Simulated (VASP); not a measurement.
A run of VASP 6.6.1 is set up as follows.

The input INCAR:

```
  PREC = Accurate
  ENCUT = 600
  EDIFF = 1E-7
  ISMEAR = 0
  SIGMA = 0.1
  LREAL = False
  LASPH = True
  NELM = 100
  ALGO = Normal
  ISIF = 3
  LWAVE = False
  LCHARG = False
  GGA = PE
  IBRION = 2
  NSW = 90
  EDIFFG = -0.04
```

The input KPOINTS:

```
Automatic mesh
0
Gamma
  6 6 6
```

Contents of POSCAR:

```
Ga3Sb
1.0
    5.5513739043      0.0000000000      0.0000000000
   -2.7756869522      4.8076308270      0.0000000000
    0.0000000000      0.0000000000      3.3597827938
Ga Sb
3 1
Direct
    0.5000000000      0.0000000000      0.0000000000
    0.0000000000      0.5000000000      0.0000000000
    0.5000000000      0.5000000000      0.0000000000
    0.0000000000      0.0000000000      0.5000000000
```

Potentials or basis: VASP PAW PBE potentials, release 64 (Ga_d, Sb).

Run with:

```bash
$ cat potpaw_PBE.64/Ga_d/POTCAR potpaw_PBE.64/Sb/POTCAR > POTCAR
$ mpirun -np 1 vasp_std > vasp.out
```

Q: What does it give for the space group after relaxing (to 0.05 Å)?

A: P6/mmm (No. 191).

Q: Estimate the relaxed cell.

A: a = 5.520 Å, b = 5.520 Å, c = 3.488 Å, α = 90.00°, β = 90.00°, γ = 120.00°.

Final structure:
```
Ga Sb
1.0
     5.51977    0.00000    0.00000
    -2.75989    4.78026    0.00000
     0.00000    0.00000    3.48792
Ga Sb
3 1
Direct
  0.50000 0.00000 0.00000
  0.00000 0.50000 0.00000
  0.50000 0.50000 0.00000
  0.00000 0.00000 0.50000
```
